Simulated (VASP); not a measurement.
# Ba2ReTe4 (P6/mmm) in VASP: further runs

The runs below take Ba2ReTe4 through single point, with PBE.

Program: VASP 6.6.1. These are calculated values, not measurements. Logs are shortened: lines on timing, memory, paths and dates and some standing lists are left out, and cuts for length are marked.

## Step 1: The cell of the first run

Symmetry: P6/mmm, No. 191, hexagonal system. The conventional cell has a = 6.612 Å, b = 6.612 Å, c = 5.971 Å, α = 90.00°, β = 90.00°, γ = 120.00°. Within 4.7 Å of Ba (site symmetry -6m2) lie 6 Te at 3.54 Å and 3 Ba at 3.82 Å and 3 Re at 3.82 Å. Re (site symmetry 6/mmm) has 2 Te at 2.99 Å and 6 Ba at 3.82 Å within 3.9 Å. Within 4.3 Å of Te (site symmetry mmm) lie 6 Te at 3.31 Å and 4 Ba at 3.54 Å. Te (site symmetry 6/mmm) has 2 Re at 2.99 Å and 6 Te at 3.31 Å within 3.9 Å.

## Step 2: Single point, PBE

The input, INCAR:

```
PREC = Accurate
ENCUT = 520
EDIFF = 1E-6
ISMEAR = 0
SIGMA = 0.1
LREAL = False
LASPH = True
NELM = 100
ALGO = Normal
ISIF = 2
LWAVE = False
LCHARG = False
GGA = PE
NBANDS = 34
```

The input, KPOINTS:

```
Automatic mesh
0
Gamma
  3 3 4
```

The input, POSCAR:

```
Ba2ReTe4
1.0
    6.6115472100      0.0000000000      0.0000000000
   -3.3057736100      5.7257678400      0.0000000000
    0.0000000000      0.0000000000      5.9707377100
Ba Re Te
2 1 4
Direct
    0.3333333300      0.6666666700      0.5000000000
    0.6666666700      0.3333333300      0.5000000000
    0.0000000000      0.0000000000      0.5000000000
    0.5000000000      0.0000000000      0.0000000000
    0.0000000000      0.5000000000      0.0000000000
    0.5000000000      0.5000000000      0.0000000000
    0.0000000000      0.0000000000      0.0000000000
```

Potentials or basis: VASP PAW PBE potentials, release 64 (Ba_sv, Re, Te).

On the command line:

```console
$ cat potpaw_PBE.64/Ba_sv/POTCAR potpaw_PBE.64/Re/POTCAR potpaw_PBE.64/Te/POTCAR > POTCAR
$ mpirun -np 1 vasp_std > vasp.out
```

OUTCAR:

```text
PREC = Accurate
   ENCUT = 520
   EDIFF = 1E-6
   ISMEAR = 0
   LREAL = False
   LASPH = True
   NELM = 100
   ISIF = 2
   GGA = PE

 ion  position               nearest neighbor table
   1  0.333  0.667  0.500-   5 3.54   5 3.54   4 3.54   4 3.54   6 3.54   6 3.54   2 3.82   2 3.82
                             3 3.82   3 3.82   3 3.82   2 3.82
   2  0.667  0.333  0.500-   5 3.54   5 3.54   4 3.54   4 3.54   6 3.54   6 3.54   1 3.82   1 3.82
                             3 3.82   3 3.82   3 3.82   1 3.82
   3  0.000  0.000  0.500-   7 2.99   7 2.99   1 3.82   2 3.82   2 3.82   1 3.82   2 3.82   1 3.82

   4  0.500  0.000  0.000-   5 3.31   5 3.31   7 3.31   7 3.31   6 3.31   6 3.31   2 3.54   2 3.54
                             1 3.54   1 3.54
   5  0.000  0.500  0.000-   4 3.31   4 3.31   6 3.31   6 3.31   7 3.31   7 3.31   2 3.54   2 3.54
                             1 3.54   1 3.54
   6  0.500  0.500  0.000-   7 3.31   7 3.31   5 3.31   5 3.31   4 3.31   4 3.31   2 3.54   2 3.54
                             1 3.54   1 3.54
   7  0.000  0.000  0.000-   3 2.99   3 2.99   6 3.31   6 3.31   4 3.31   4 3.31   5 3.31   5 3.31

  LATTYP: Found a hexagonal cell.
 ALAT       =     6.6115472100
 C/A-ratio  =     0.9030772254

  Lattice vectors:

 A1 = (   6.6115472100,   0.0000000000,   0.0000000000)
 A2 = (  -3.3057736100,   5.7257678400,   0.0000000000)
 A3 = (   0.0000000000,   0.0000000000,   5.9707377100)

Analysis of symmetry for initial positions (statically):
=====================================================================
 Subroutine PRICEL returns:
 Original cell was already a primitive cell.

 Routine SETGRP: Setting up the symmetry group for a
 hexagonal supercell.

 Subroutine GETGRP returns: Found 24 space group operations
 (whereof 24 operations were pure point group operations)
 out of a pool of 24 trial point group operations.

The static configuration has the point symmetry D_6h.

Analysis of symmetry for dynamics (positions and initial velocities):
=====================================================================
 Subroutine PRICEL returns:
 Original cell was already a primitive cell.

 Routine SETGRP: Setting up the symmetry group for a
 hexagonal supercell.

 Subroutine GETGRP returns: Found 24 space group operations
 (whereof 24 operations were pure point group operations)
 out of a pool of 24 trial point group operations.

The dynamic configuration has the point symmetry D_6h.

 Subroutine INISYM returns: Found 24 space group operations
 (whereof 24 operations are pure point group operations),
 and found     1 'primitive' translations

----------------------------------------------------------------------------------------

                                     Primitive cell

  volume of cell :     226.0293

  direct lattice vectors                    reciprocal lattice vectors
     6.611547210  0.000000000  0.000000000     0.151250527  0.087324533  0.000000000
    -3.305773610  5.725767840  0.000000000     0.000000000  0.174649065  0.000000000
     0.000000000  0.000000000  5.970737710     0.000000000  0.000000000  0.167483492

  length of vectors
     6.611547210  6.611547211  5.970737710     0.174649065  0.174649065  0.167483492

  position of ions in fractional coordinates (direct lattice)
     0.333333330  0.666666670  0.500000000
     0.666666670  0.333333330  0.500000000
     0.000000000  0.000000000  0.500000000
     0.500000000  0.000000000  0.000000000
     0.000000000  0.500000000  0.000000000
     0.500000000  0.500000000  0.000000000
     0.000000000  0.000000000  0.000000000

  ion indices of the primitive-cell ions
   primitive index   ion index
                 1           1
                 2           2
                 3           3
                 4           4
                 5           5
                 6           6
                 7           7

----------------------------------------------------------------------------------------

 KPOINTS: Automatic mesh

Automatic generation of k-mesh.
 Grid dimensions read from file:
 generate k-points for:    3    3    4

 Generating k-lattice:

  Cartesian coordinates                     Fractional coordinates (reciprocal lattice)
     0.050416842  0.029108178  0.000000000     0.333333333  0.000000000  0.000000000
     0.000000000  0.058216355  0.000000000     0.000000000  0.333333333  0.000000000
     0.000000000  0.000000000  0.041870873     0.000000000  0.000000000  0.250000000

  Length of vectors
     0.058216355  0.058216355  0.041870873

  Shift w.r.t. Gamma in fractional coordinates (k-lattice)
     0.000000000  0.000000000  0.000000000

 Subroutine IBZKPT returns following result:
 ===========================================

 Found      9 irreducible k-points:

 Following reciprocal coordinates:
            Coordinates               Weight
  0.000000  0.000000  0.000000      1.000000
  0.333333 -0.000000  0.000000      6.000000
  0.333333  0.333333  0.000000      2.000000
  0.000000  0.000000  0.250000      2.000000
  0.333333 -0.000000  0.250000     12.000000
  0.333333  0.333333  0.250000      4.000000
  0.000000  0.000000  0.500000      1.000000
  0.333333 -0.000000  0.500000      6.000000
  0.333333  0.333333  0.500000      2.000000
   k-points           NKPTS =      9   k-points in BZ     NKDIM =      9   number of bands    NBANDS=     34
   number of dos      NEDOS =    301   number of ions     NIONS =      7
   total plane-waves  NPLWV = 120000
   dimension x,y,z NGX =    50 NGY =   50 NGZ =   48
   dimension x,y,z NGXF=   100 NGYF=  100 NGZF=   96
   ions per type =               2   1   4
   NGX,Y,Z   is equivalent  to a cutoff of  12.57, 12.57, 13.36 a.u.
   NGXF,Y,Z  is equivalent  to a cutoff of  25.14, 25.14, 26.73 a.u.
 SYSTEM =  unknown system
   PREC   = accura    normal or accurate (medium, high low for compatibility)
   ISTART =      0    job   : 0-new  1-cont  2-samecut
   ICHARG =      2    charge: 1-file 2-atom 10-const
   ISPIN  =      1    spin polarized calculation?
   LNONCOLLINEAR =      F non collinear calculations
   LSORBIT =      F    spin-orbit coupling
   LASPH  =      T    aspherical Exc in radial PAW
   ENCUT  =  520.0 eV  38.22 Ry    6.18 a.u.  12.29 12.29 11.10*2*pi/ulx,y,z
   NELM   =    100;   NELMIN=  2; NELMDL= -5     # of ELM steps
   EDIFF  = 0.1E-05   stopping-criterion for ELM
   LREAL  =      F    real-space projection
   EDIFFG = 0.1E-04   stopping-criterion for IOM
   NSW    =      0    number of steps for IOM
   IBRION =     -1    ionic relax: 0-MD 1-quasi-New 2-CG
   NFREE  =      0    steps in history (QN), initial steepest desc. (CG)
   ISIF   =      2    stress and relaxation
   ISYM   =      2    0-nonsym 1-usesym 2-fastsym
   POTIM  = 0.5000    time-step for ionic-motion
   TEBEG  =    0.0;   TEEND  =   0.0 temperature during run
   PSTRESS=    0.0 pullay stress
   NELECT =      51.0000    total number of electrons
   NUPDOWN=      -1.0000    fix difference up-down
   EMIN   =  10.00;   EMAX   =-10.00  energy-range for DOS
   EFERMI =   0.00;   METHOD = LEGACY
   ISMEAR =     0;   SIGMA  =   0.10  broadening in eV -4-tet -1-fermi 0-gaus
   EFERMI_NEDOS =   21; number of points for ismear=-14 and -15
   IALGO  =     38    algorithm
   IMIX   =      4    mixing-type and parameters
     AMIX     =   0.40;   BMIX     =  1.00
     AMIX_MAG =   1.60;   BMIX_MAG =  1.00
  volume/ion in A,a.u.               =      32.29       217.90
  Fermi-wavevector in a.u.,A,eV,Ry     =   0.996651  1.883398 13.514857  0.993314
  Thomas-Fermi vector in A             =   2.128754
   LORBIT       =      0    0 simple, 1 ext, 2 COOP (PROOUT), +10 PAW based schemes
   GGA     = PE    functional components
   LHFCALC =     F    Hartree Fock is set to
   AEXX    =    0.0000 exact exchange contribution
   IVDW    =     0    specifies the selected vdW correction
   LEPSILON=     F    determine dielectric tensor
   LRPA    =     F    only Hartree local field effects (RPA)
 non-spin polarized calculation
 Gauss-broadening in eV      SIGMA  =   0.10
  energy-cutoff  :      520.00
  volume of cell :      226.03
 maximum number of plane-waves:      6119
 NGX is ok and might be reduce to    50
   NGX = 25   NGY = 25   NGZ = 23

 number of electron      51.0000001 magnetization

 Free energy of the ion-electron system (eV)
  ---------------------------------------------------
  ext. energy  EPLUGINS =         0.00000000
  ---------------------------------------------------
  free energy    TOTEN  =       -26.92408175 eV

  energy without entropy =      -26.84340154  energy(sigma->0) =      -26.88374164

 E-fermi :   5.3943     XC(G=0):  -9.5438

 val. band max:        5.3651694819   @ k =   0.3333  -0.0000   0.5000
 cond. band min:       5.3984815934   @ k =   0.3333   0.3333   0.2500
 fundamental gap:      0.0333121115
 Fermi energy:         5.3943138079

 k-point     1 :       0.0000    0.0000    0.0000
  band No.  band energies     occupation
      1     -22.7684      2.00000
      2     -22.6339      2.00000
      3      -8.3706      2.00000
      4      -8.3706      2.00000
      5      -8.1315      2.00000
      6      -7.8578      2.00000
[... 26 lines left out ...]
     33       8.4080      0.00000
     34       8.4265      0.00000

 k-point     2 :       0.3333   -0.0000    0.0000
  band No.  band energies     occupation
      1     -22.7403      2.00000
      2     -22.6628      2.00000
      3      -8.4132      2.00000
      4      -8.2890      2.00000
      5      -8.0750      2.00000
      6      -7.9170      2.00000
[... 26 lines left out ...]
     33       7.9821      0.00000
     34       8.5111      0.00000
[... 220 lines left out ...]
     33       8.0155      0.00000
     34       8.6965      0.00000

 k-point     9 :       0.3333    0.3333    0.5000
  band No.  band energies     occupation
      1     -22.7008      2.00000
      2     -22.7008      2.00000
      3      -8.4127      2.00000
      4      -8.3025      2.00000
      5      -8.3025      2.00000
      6      -8.0094      2.00000
[... 26 lines left out ...]
     33       8.2051      0.00000
     34       8.2543      0.00000

------------------------ aborting loop because EDIFF is reached ----------------------------------------

  FORCE on cell =-STRESS in cart. coord.  units (eV):
  Direction    XX          YY          ZZ          XY          YZ          ZX
  --------------------------------------------------------------------------------------
  -------------------------------------------------------------------------------------
  Total        3.1070148      3.1070148     -9.7604139     -0.0000000      0.0000000      0.0000000
  in kB       22.0236384     22.0236384    -69.1853248     -0.0000000      0.0000000      0.0000000
  external PRESSURE =      -8.3793493 kB  Pullay stress =       0.0000000 kB

 VOLUME and BASIS-vectors are now :
 -----------------------------------------------------------------------------
  energy-cutoff  :      520.00
  volume of cell :      226.03
      direct lattice vectors                 reciprocal lattice vectors
     6.611547210  0.000000000  0.000000000     0.151250527  0.087324533  0.000000000
    -3.305773610  5.725767840  0.000000000     0.000000000  0.174649065  0.000000000
     0.000000000  0.000000000  5.970737710     0.000000000  0.000000000  0.167483492

 POSITION                                       TOTAL-FORCE (eV/Angst)
 -----------------------------------------------------------------------------------
     -0.00000      3.81718      2.98537        -0.000000      0.000000      0.000000
      3.30577      1.90859      2.98537         0.000000      0.000000      0.000000
      0.00000      0.00000      2.98537        -0.000000      0.000000      0.000000
      3.30577      0.00000      0.00000        -0.000000      0.000000      0.000000
     -1.65289      2.86288      0.00000        -0.000000      0.000000      0.000000
      1.65289      2.86288      0.00000        -0.000000      0.000000      0.000000
      0.00000      0.00000      0.00000        -0.000000      0.000000      0.000000
 -----------------------------------------------------------------------------------
    total drift:                               -0.000000      0.000000     -0.000000

  FREE ENERGIE OF THE ION-ELECTRON SYSTEM (eV)
  ---------------------------------------------------
  free  energy   TOTEN  =       -26.9240817489 eV

  energy  without entropy=      -26.8434015370  energy(sigma->0) =      -26.88374164
```

It took 1.9 min on 1 thread of AMD EPYC 7R13 (Zen 3), shared host; peak memory 0.34 GiB.

Results:

* Free energy: -26.9241 eV
* Pressure: -0.8 GPa

Levels at points of the mesh, in eV from the Fermi level:
| k point | band 23 | band 24 | band 25 | band 26 | band 27 | band 28 | band 29 | band 30 |
| --- | --- | --- | --- | --- | --- | --- | --- | --- |
| (0.00, 0.00, 0.00) | 0.04 | 0.04 | 0.07 | 0.41 | 0.41 | 0.65 | 1.50 | 1.50 |
| (0.00, 0.00, 0.50) | 0.15 | 0.15 | 0.56 | 0.56 | 0.58 | 0.58 | 0.68 | 1.80 |

Caveat: the k points lie up to 0.37 Å⁻¹ apart; spin-orbit coupling is left out, which moves the levels of the heavy elements.

## Step 3: Single point, PBE

This run uses another cell than the first one, of 36.31 Å³/atom, 1.124 times its volume.

The input, INCAR:

```
SYSTEM = Ba2ReTe4
ALGO = Normal
EDIFF = 1E-7
ENCUT = 520
GGA = PE
ISIF = 2
ISMEAR = 0
LASPH = .True.
LCHARG = .False.
LREAL = .False.
LWAVE = .False.
NBANDS = 34
NELM = 60
PREC = Accurate
SIGMA = 0.1
```

The input, KPOINTS:

```
k-points
0
Gamma
  3 3 4
  0 0 0
```

The input, POSCAR:

```
Ba2ReTe4
1.0
    7.5619554872      0.0000000033      0.0000000000
   -3.7809777465      6.5488455526      0.0000000000
    0.0000000000      0.0000000000      5.1318943398
Ba Re Te
2 1 4
Direct
    0.3333333333      0.6666666667      0.5000000000
    0.6666666667      0.3333333333      0.5000000000
    0.0000000000      0.0000000000      0.5000000000
    0.5000000000      0.0000000000      0.0000000000
    0.0000000000      0.5000000000      0.0000000000
    0.5000000000      0.5000000000      0.0000000000
    0.0000000000      0.0000000000      0.0000000000
```

Potentials or basis: VASP PAW PBE potentials, release 64 (Ba_sv, Re, Te).

On the command line:

```console
$ cat potpaw_PBE.64/Ba_sv/POTCAR potpaw_PBE.64/Re/POTCAR potpaw_PBE.64/Te/POTCAR > POTCAR
$ mpirun -np 1 vasp_std > vasp.out
```

OUTCAR:

```text
SYSTEM = Ba2ReTe4
   EDIFF = 1E-7
   ENCUT = 520
   GGA = PE
   ISIF = 2
   ISMEAR = 0
   LASPH = .True.
   LREAL = .False.
   NELM = 60
   PREC = Accurate

 ion  position               nearest neighbor table
   1  0.333  0.667  0.500-   5 3.37   5 3.37   4 3.37   4 3.37   6 3.37   6 3.37   2 4.37   2 4.37
                             2 4.37
   2  0.667  0.333  0.500-   5 3.37   5 3.37   4 3.37   4 3.37   6 3.37   6 3.37   1 4.37   1 4.37
                             1 4.37
   3  0.000  0.000  0.500-   7 2.57   7 2.57
   4  0.500  0.000  0.000-   1 3.37   2 3.37   1 3.37   2 3.37
[... 528 lines left out ...]
  Total        0.9249154      0.9249154      0.7089942     -0.0000000     -0.0000000      0.0000000
  in kB        5.8309056      5.8309056      4.4696830     -0.0000000     -0.0000000      0.0000000
  external PRESSURE =       5.3771647 kB  Pullay stress =       0.0000000 kB

 VOLUME and BASIS-vectors are now :
 -----------------------------------------------------------------------------
  energy-cutoff  :      520.00
  volume of cell :      254.14
      direct lattice vectors                 reciprocal lattice vectors
     7.561955487  0.000000003  0.000000000     0.132240926  0.076349335  0.000000000
    -3.780977747  6.548845553  0.000000000    -0.000000000  0.152698669  0.000000000
     0.000000000  0.000000000  5.131894340     0.000000000  0.000000000  0.194859819

 POSITION                                       TOTAL-FORCE (eV/Angst)
 -----------------------------------------------------------------------------------
     -0.00000      4.36590      2.56595         0.000000     -0.000000     -0.000000
      3.78098      2.18295      2.56595        -0.000000      0.000000      0.000000
      0.00000      0.00000      2.56595         0.000000     -0.000000      0.000000
      3.78098      0.00000      0.00000         0.000000     -0.000000      0.000000
     -1.89049      3.27442      0.00000         0.000000     -0.000000      0.000000
      1.89049      3.27442      0.00000         0.000000     -0.000000      0.000000
      0.00000      0.00000      0.00000         0.000000     -0.000000      0.000000
 -----------------------------------------------------------------------------------
    total drift:                                0.000000     -0.000000      0.000000

  FREE ENERGIE OF THE ION-ELECTRON SYSTEM (eV)
  ---------------------------------------------------
  free  energy   TOTEN  =       -28.3915193455 eV

  energy  without entropy=      -28.3184147951  energy(sigma->0) =      -28.35496707
```

Run time: 2.8 min. Hardware: 1 thread of AMD EPYC 7R13 (Zen 3), shared host; peak memory 0.36 GiB.

Results:

- Free energy: -28.3915 eV
- Pressure: 0.5 GPa

Stress tensor (GPa, compression positive):
```
0.58 0.00 0.00
0.00 0.58 0.00
0.00 0.00 0.45
```

Caveat: spin-orbit coupling is left out, which moves the levels of the heavy elements.
